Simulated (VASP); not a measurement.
# La (P6_3/mmc) in VASP: a series of runs, part 3 of 4

VASP 6.6.1.

### Step 4. Single point, PBEsol

This run uses another cell than the first one, of 36.06 Å³/atom.

INCAR

```
PREC = Accurate
ENCUT = 520
EDIFF = 1E-6
ISMEAR = 0
SIGMA = 0.15
LREAL = False
LASPH = True
NELM = 100
ALGO = Fast
ISIF = 2
LWAVE = False
LCHARG = False
GGA = PS
NBANDS = 30
```

KPOINTS

```
Automatic mesh
0
Gamma
  12 12 4
```

POSCAR

```
La
1.0
    3.7711000000      0.0000000000      0.0000000000
   -1.8855500000      3.2658684002      0.0000000000
    0.0000000000      0.0000000000     11.7108379461
La
4
Direct
    0.0000000000      0.0000000000      0.0000000000
    0.0000000000      0.0000000000      0.5000000000
    0.3333333333      0.6666666667      0.2500000000
    0.6666666667      0.3333333333      0.7500000000
```

Potentials or basis: VASP PAW PBE potentials, release 64 (La).

Command:

```console
> cat potpaw_PBE.64/La/POTCAR > POTCAR
> mpirun -np 1 vasp_std > vasp.out
```

OUTCAR:

```text
PREC = Accurate
   ENCUT = 520
   EDIFF = 1E-6
   ISMEAR = 0
   LREAL = False
   LASPH = True
   NELM = 100
   ISIF = 2
   GGA = PS

 ion  position               nearest neighbor table
   1  0.000  0.000  0.000-   3 3.65   4 3.65   3 3.65   4 3.65   4 3.65   3 3.65
   2  0.000  0.000  0.500-   3 3.65   4 3.65   3 3.65   4 3.65   4 3.65   3 3.65
   3  0.333  0.667  0.250-   1 3.65   2 3.65   1 3.65   2 3.65   1 3.65   2 3.65
   4  0.667  0.333  0.750-   1 3.65   2 3.65   1 3.65   2 3.65   1 3.65   2 3.65

  LATTYP: Found a hexagonal cell.
 ALAT       =     3.7711000000
 C/A-ratio  =     3.1054169728

  Lattice vectors:

 A1 = (   3.7711000000,   0.0000000000,   0.0000000000)
 A2 = (  -1.8855500000,   3.2658684002,   0.0000000000)
 A3 = (   0.0000000000,   0.0000000000,  11.7108379461)

Analysis of symmetry for initial positions (statically):
=====================================================================
 Subroutine PRICEL returns:
 Original cell was already a primitive cell.

 Routine SETGRP: Setting up the symmetry group for a
 hexagonal supercell.

 Subroutine GETGRP returns: Found 24 space group operations
 (whereof 12 operations were pure point group operations)
 out of a pool of 24 trial point group operations.

The static configuration has the point symmetry D_3d.
 The point group associated with its full space group is D_6h.

Analysis of symmetry for dynamics (positions and initial velocities):
=====================================================================
 Subroutine PRICEL returns:
 Original cell was already a primitive cell.

 Routine SETGRP: Setting up the symmetry group for a
 hexagonal supercell.

 Subroutine GETGRP returns: Found 24 space group operations
 (whereof 12 operations were pure point group operations)
 out of a pool of 24 trial point group operations.

[... 122 lines left out ...]
   IALGO  =     68    algorithm
   IMIX   =      4    mixing-type and parameters
     AMIX     =   0.40;   BMIX     =  1.00
     AMIX_MAG =   1.60;   BMIX_MAG =  1.00
  volume/ion in A,a.u.               =      36.06       243.33
  Fermi-wavevector in a.u.,A,eV,Ry     =   1.102066  2.082602 16.524940  1.214549
  Thomas-Fermi vector in A             =   2.238503
   LORBIT       =      0    0 simple, 1 ext, 2 COOP (PROOUT), +10 PAW based schemes
   GGA     = PS    functional components
   LHFCALC =     F    Hartree Fock is set to
   AEXX    =    0.0000 exact exchange contribution
   IVDW    =     0    specifies the selected vdW correction
   LEPSILON=     F    determine dielectric tensor
   LRPA    =     F    only Hartree local field effects (RPA)
 non-spin polarized calculation
 RMM-DIIS sequential band-by-band and
 Gauss-broadening in eV      SIGMA  =   0.15
  energy-cutoff  :      520.00
  volume of cell :      144.23
 maximum number of plane-waves:      3913
 NGX is ok and might be reduce to    28
   NGX = 13   NGY = 13   NGZ = 43

 number of electron      44.0000003 magnetization

 Free energy of the ion-electron system (eV)
  ---------------------------------------------------
  ext. energy  EPLUGINS =         0.00000000
  ---------------------------------------------------
  free energy    TOTEN  =       -21.36914957 eV

  energy without entropy =      -21.29589000  energy(sigma->0) =      -21.33251979

 E-fermi :   8.0241     XC(G=0):  -9.8037

 val. band max:        8.0051175230   @ k =   0.1667   0.0000   0.2500
 cond. band min:       8.0246843588   @ k =   0.3333   0.0833   0.0000
 fundamental gap:      0.0195668358
 Fermi energy:         8.0241358998

 k-point     1 :       0.0000    0.0000    0.0000
  band No.  band energies     occupation
      1     -24.7979      2.00000
      2     -24.6717      2.00000
      3     -24.6638      2.00000
      4     -24.5321      2.00000
      5      -9.2566      2.00000
      6      -8.4879      2.00000
[... 781 lines left out ...]
     29       9.6087      0.00000
     30       9.8216      0.00000

 [... further k-points ...]

------------------------ aborting loop because EDIFF is reached ----------------------------------------

  FORCE on cell =-STRESS in cart. coord.  units (eV):
  Direction    XX          YY          ZZ          XY          YZ          ZX
  --------------------------------------------------------------------------------------
  -------------------------------------------------------------------------------------
  Total       -1.7263186     -1.7263186     -0.2577625      0.0000000      0.0000000     -0.0000000
  in kB      -19.1768311    -19.1768311     -2.8633582      0.0000000      0.0000000     -0.0000000
  external PRESSURE =     -13.7390068 kB  Pullay stress =       0.0000000 kB

 VOLUME and BASIS-vectors are now :
 -----------------------------------------------------------------------------
  energy-cutoff  :      520.00
  volume of cell :      144.23
      direct lattice vectors                 reciprocal lattice vectors
     3.771100000  0.000000000  0.000000000     0.265174617  0.153098637  0.000000000
    -1.885550000  3.265868400  0.000000000     0.000000000  0.306197274  0.000000000
     0.000000000  0.000000000 11.710837946     0.000000000  0.000000000  0.085390986

 POSITION                                       TOTAL-FORCE (eV/Angst)
 -----------------------------------------------------------------------------------
      0.00000      0.00000      0.00000         0.000000      0.000000     -0.000000
      0.00000      0.00000      5.85542        -0.000000      0.000000     -0.000000
     -0.00000      2.17725      2.92771         0.000000     -0.000000     -0.000000
      1.88555      1.08862      8.78313        -0.000000      0.000000      0.000000
 -----------------------------------------------------------------------------------
    total drift:                                0.000000     -0.000000      0.000000

  FREE ENERGIE OF THE ION-ELECTRON SYSTEM (eV)
  ---------------------------------------------------
  free  energy   TOTEN  =       -21.3691495735 eV

  energy  without entropy=      -21.2958900031  energy(sigma->0) =      -21.33251979
```

stdout:

```text
POSCAR found type information on POSCAR La
 POSCAR found :  1 types and       4 ions
 scaLAPACK will be used
 -----------------------------------------------------------------------------
|                                                                             |
|                                                                             |
|     You enforced a specific xc type in the INCAR file but a different       |
|     I HOPE YOU KNOW WHAT YOU ARE DOING!                                     |
|                                                                             |
 -----------------------------------------------------------------------------

 LDA part: xc-table for (Slater+PW92), standard interpolation
 POSCAR, INCAR and KPOINTS ok, starting setup
 FFT: planning ... GRIDC
 FFT: planning ... GRID_SOFT
 FFT: planning ... GRID
 WAVECAR not read
 entering main loop
WARNING in EDDRMM: call to ZHEGV failed, returncode =   6  3     23
WARNING in EDDRMM: call to ZHEGV failed, returncode =   6  3     18
WARNING in EDDRMM: call to ZHEGV failed, returncode =   6  3     23
```

It took 19 min on 1 thread of Intel Xeon Platinum 8488C (Sapphire Rapids), shared host; peak memory 0.39 GiB.

What came out:

```
Free energy            : -21.3691 eV
Pressure               : -1.4 GPa
Band gap on the k mesh : zero (bands 22 and 23 overlap by 1.16 eV)
```

Levels at points of the mesh, in eV from the Fermi level:
```tsv
k point	band 20	band 21	band 22	band 23	band 24	band 25
(0.00, 0.00, 0.00)	-1.84	0.57	0.73	1.13	1.16	1.20
(0.50, 0.00, 0.00)	-1.06	-0.60	-0.23	-0.11	0.53	0.97
(0.00, 0.00, 0.50)	-1.74	0.88	0.88	1.22	1.22	1.28
(0.50, 0.00, 0.50)	-1.41	-1.08	-1.08	0.79	0.79	1.28
```

Caveat: the PAW data sets were made with another functional, which shifts forces and pressure a little; spin-orbit coupling is left out, which moves the levels of the heavy elements.

### Step 5. Single point, PBEsol

This run uses another cell than the first one, of 36.21 Å³/atom.

INCAR

```
PREC     = Accurate       # precision mode
ENCUT    = 520            # plane-wave cutoff, eV
EDIFF    = 1E-6           # SCF threshold, eV
ISMEAR   = 0              # smearing method
SIGMA    = 0.15           # smearing width, eV
LREAL    = F              # projectors in reciprocal space
LASPH    = T              # aspherical terms in the spheres
NELM     = 60             # most SCF steps
ALGO     = Fast           # electronic algorithm
ISIF     = 2              # what is computed and relaxed
LWAVE    = F              # write WAVECAR
LCHARG   = F              # write CHGCAR
GGA      = PS             # functional
NBANDS   = 30             # bands
```

KPOINTS

```
regular mesh
0
Gamma
  12 12 4
```

POSCAR

```
La
1.0
    3.7345000000      0.0000000000      0.0000000000
   -1.8672500000      3.2341718704      0.0000000000
    0.0000000000      0.0000000000     11.9919000000
La
4
Direct
    0.0000000000      0.0000000000      0.0000000000
    0.0000000000      0.0000000000      0.5000000000
    0.3333333333      0.6666666667      0.2500000000
    0.6666666667      0.3333333333      0.7500000000
```

Potentials or basis: VASP PAW PBE potentials, release 64 (La).

Command:

```console
> cat potpaw_PBE.64/La/POTCAR > POTCAR
> mpirun -np 1 vasp_std > vasp.out
```

OUTCAR:

```text
PREC = Accurate
   ENCUT = 520
   EDIFF = 1E-6
   ISMEAR = 0
   LREAL = F
   LASPH = T
   NELM = 60
   ISIF = 2
   GGA = PS

 ion  position               nearest neighbor table
   1  0.000  0.000  0.000-
   2  0.000  0.000  0.500-
   3  0.333  0.667  0.250-
   4  0.667  0.333  0.750-

  LATTYP: Found a hexagonal cell.
 ALAT       =     3.7345000000
 C/A-ratio  =     3.2111125987

  Lattice vectors:

 A1 = (   3.7345000000,   0.0000000000,   0.0000000000)
 A2 = (  -1.8672500000,   3.2341718704,   0.0000000000)
 A3 = (   0.0000000000,   0.0000000000,  11.9919000000)

Analysis of symmetry for initial positions (statically):
=====================================================================
 Subroutine PRICEL returns:
 Original cell was already a primitive cell.

 Routine SETGRP: Setting up the symmetry group for a
 hexagonal supercell.

 Subroutine GETGRP returns: Found 24 space group operations
 (whereof 12 operations were pure point group operations)
 out of a pool of 24 trial point group operations.

The static configuration has the point symmetry D_3d.
 The point group associated with its full space group is D_6h.

Analysis of symmetry for dynamics (positions and initial velocities):
=====================================================================
 Subroutine PRICEL returns:
 Original cell was already a primitive cell.

 Routine SETGRP: Setting up the symmetry group for a
 hexagonal supercell.

 Subroutine GETGRP returns: Found 24 space group operations
 (whereof 12 operations were pure point group operations)
 out of a pool of 24 trial point group operations.

The dynamic configuration has the point symmetry D_3d.
[... 118 lines left out ...]
   EFERMI =   0.00;   METHOD = LEGACY
   ISMEAR =     0;   SIGMA  =   0.15  broadening in eV -4-tet -1-fermi 0-gaus
   EFERMI_NEDOS =   21; number of points for ismear=-14 and -15
   IALGO  =     68    algorithm
   IMIX   =      4    mixing-type and parameters
     AMIX     =   0.40;   BMIX     =  1.00
     AMIX_MAG =   1.60;   BMIX_MAG =  1.00
  volume/ion in A,a.u.               =      36.21       244.35
  Fermi-wavevector in a.u.,A,eV,Ry     =   1.100520  2.079681 16.478613  1.211144
  Thomas-Fermi vector in A             =   2.236932
   LORBIT       =      0    0 simple, 1 ext, 2 COOP (PROOUT), +10 PAW based schemes
   GGA     = PS    functional components
   LHFCALC =     F    Hartree Fock is set to
   AEXX    =    0.0000 exact exchange contribution
   IVDW    =     0    specifies the selected vdW correction
   LEPSILON=     F    determine dielectric tensor
   LRPA    =     F    only Hartree local field effects (RPA)
 non-spin polarized calculation
 RMM-DIIS sequential band-by-band and
 Gauss-broadening in eV      SIGMA  =   0.15
  energy-cutoff  :      520.00
  volume of cell :      144.84
 maximum number of plane-waves:      3920
 NGX is ok and might be reduce to    28
   NGX = 13   NGY = 13   NGZ = 45

 number of electron      43.9999996 magnetization

 Free energy of the ion-electron system (eV)
  ---------------------------------------------------
  ext. energy  EPLUGINS =         0.00000000
  ---------------------------------------------------
  free energy    TOTEN  =       -21.38078352 eV

  energy without entropy =      -21.30824691  energy(sigma->0) =      -21.34451522

 E-fermi :   7.9875     XC(G=0):  -9.7873

 val. band max:        7.9849111974   @ k =   0.2500   0.0000   0.2500
 cond. band min:       7.9954136550   @ k =   0.3333   0.1667   0.2500
 fundamental gap:      0.0105024576
 Fermi energy:         7.9875362667

 k-point     1 :       0.0000    0.0000    0.0000
  band No.  band energies     occupation
      1     -24.8373      2.00000
      2     -24.7282      2.00000
      3     -24.7186      2.00000
      4     -24.6051      2.00000
      5      -9.2483      2.00000
      6      -8.5285      2.00000
[... 781 lines left out ...]
     29       9.5689      0.00000
     30       9.6253      0.00000

 [... further k-points ...]

------------------------ aborting loop because EDIFF is reached ----------------------------------------

  FORCE on cell =-STRESS in cart. coord.  units (eV):
  Direction    XX          YY          ZZ          XY          YZ          ZX
  --------------------------------------------------------------------------------------
  -------------------------------------------------------------------------------------
  Total       -1.3844372     -1.3844372     -1.3317747     -0.0000000      0.0000000      0.0000000
  in kB      -15.3144104    -15.3144104    -14.7318669     -0.0000000      0.0000000      0.0000000
  external PRESSURE =     -15.1202292 kB  Pullay stress =       0.0000000 kB

 VOLUME and BASIS-vectors are now :
 -----------------------------------------------------------------------------
  energy-cutoff  :      520.00
  volume of cell :      144.84
      direct lattice vectors                 reciprocal lattice vectors
     3.734500000  0.000000000  0.000000000     0.267773464  0.154599081  0.000000000
    -1.867250000  3.234171870  0.000000000     0.000000000  0.309198163  0.000000000
     0.000000000  0.000000000 11.991900000     0.000000000  0.000000000  0.083389621

 POSITION                                       TOTAL-FORCE (eV/Angst)
 -----------------------------------------------------------------------------------
      0.00000      0.00000      0.00000         0.000000      0.000000      0.000000
      0.00000      0.00000      5.99595         0.000000      0.000000      0.000000
     -0.00000      2.15611      2.99797        -0.000000      0.000000      0.000000
      1.86725      1.07806      8.99392         0.000000     -0.000000     -0.000000
 -----------------------------------------------------------------------------------
    total drift:                                0.000000     -0.000000      0.000000

  FREE ENERGIE OF THE ION-ELECTRON SYSTEM (eV)
  ---------------------------------------------------
  free  energy   TOTEN  =       -21.3807835250 eV

  energy  without entropy=      -21.3082469063  energy(sigma->0) =      -21.34451522
```

stdout:

```text
POSCAR found type information on POSCAR La
 POSCAR found :  1 types and       4 ions
 scaLAPACK will be used
 -----------------------------------------------------------------------------
|                                                                             |
|                                                                             |
|     You enforced a specific xc type in the INCAR file but a different       |
[... 28 lines left out ...]
WARNING in EDDRMM: call to ZHEGV failed, returncode =   8  4      4
WARNING in EDDRMM: call to ZHEGV failed, returncode =   8  4      4
WARNING in EDDRMM: call to ZHEGV failed, returncode =   8  4      4
WARNING in EDDRMM: call to ZHEGV failed, returncode =   8  4      3
WARNING in EDDRMM: call to ZHEGV failed, returncode =   8  4      3
WARNING in EDDRMM: call to ZHEGV failed, returncode =   6  3     20
WARNING in EDDRMM: call to ZHEGV failed, returncode =   8  4      4
```

Wall time 21 min (1 thread of Intel Xeon Platinum 8488C (Sapphire Rapids), shared host); peak memory 0.39 GiB.

Results:

| Item | Value |
| --- | --- |
| Free energy | -21.3808 eV |
| Pressure | -1.5 GPa |
| Band gap on the k mesh | zero (bands 22 and 23 overlap by 1.16 eV) |

Caveat: the PAW data sets were made with another functional, which shifts forces and pressure a little; spin-orbit coupling is left out, which moves the levels of the heavy elements.

(Continued in part 4 of 4.)
